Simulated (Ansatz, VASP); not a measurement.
Two plane-wave programs on KMgF3

Contents of INCAR:

```
PREC = Accurate
ENCUT = 600
EDIFF = 1E-6
ISMEAR = -1
SIGMA = 0.02
LREAL = False
LASPH = True
NELM = 120
ALGO = Normal
ISIF = 2
LWAVE = False
LCHARG = False
GGA = PE
NBANDS = 24
GGA_COMPAT = False
```

File KPOINTS:

```
regular mesh
0
Gamma
  6 6 6
```

Contents of POSCAR:

```
KMgF3
1.0
    4.1688987413      0.0000000000      0.0000000000
    0.0000000000      4.1688987413      0.0000000000
    0.0000000000      0.0000000000      4.1688987413
K Mg F
1 1 3
Direct
    0.5000000000      0.5000000000      0.5000000000
    0.0000000000      0.0000000000      0.0000000000
    0.5000000000      0.0000000000      0.0000000000
    0.0000000000      0.5000000000      0.0000000000
    0.0000000000      0.0000000000      0.5000000000
```

Input for Ansatz:

```yaml
crystal:
  lattice:
    - [4.1688987413, 0.0, 0.0]
    - [0.0, 4.1688987413, 0.0]
    - [0.0, 0.0, 4.1688987413]
  atoms:
    - { symbol: K, position: [0.5, 0.5, 0.5] }
    - { symbol: Mg, position: [0.0, 0.0, 0.0] }
    - { symbol: F, position: [0.5, 0.0, 0.0] }
    - { symbol: F, position: [0.0, 0.5, 0.0] }
    - { symbol: F, position: [0.0, 0.0, 0.5] }
kpoints:
  mp_grid: { grid: [6, 6, 6] }
  band_path:
    path: [[0.0, 0.0, 0.0], [0.0, 0.5, 0.0], [0.5, 0.5, 0.0], [0.5, 0.5, 0.5]]
    npoints: 1
hamiltonian:
  xc: pbe
scf:
  occupations: { method: fermi_dirac, width: 0.02 }
  n_extra_bands: 5
output:
  forces: true
  stress: true
  eigenvalues: true
```

Change from the starting cell: hydrostatic strain +4.7%.

Alike in both runs: task single point; functional PBE; k mesh 6 × 6 × 6; occupations fermi-dirac, width 0.02 eV; no spin polarisation.

|  | VASP | Ansatz |
| --- | --- | --- |
| version | VASP 6.6.1 | Ansatz 0.2.0 |
| potentials or method | VASP PAW PBE potentials, release 64 (K_sv, Mg, F) | plane waves, PAW |
| plane-wave cutoff (eV) | 600 | 420 |
| valence electrons in the cell | 32 | 40 |

Ansatz gave:

```
gap on the k mesh at the Fermi level (eV) : 6.39
pressure (GPa)                            : -4.6
```

Q: What did VASP give for the same quantities?

A: gap on the k mesh at the Fermi level (eV): 6.36; pressure (GPa): -5.1.

The functional is the same, so the differences come from potentials, cutoffs and numerics. VASP's potentials hold 32 valence electrons a cell and Ansatz's 40, so a difference there can come from the potentials and not from the codes.
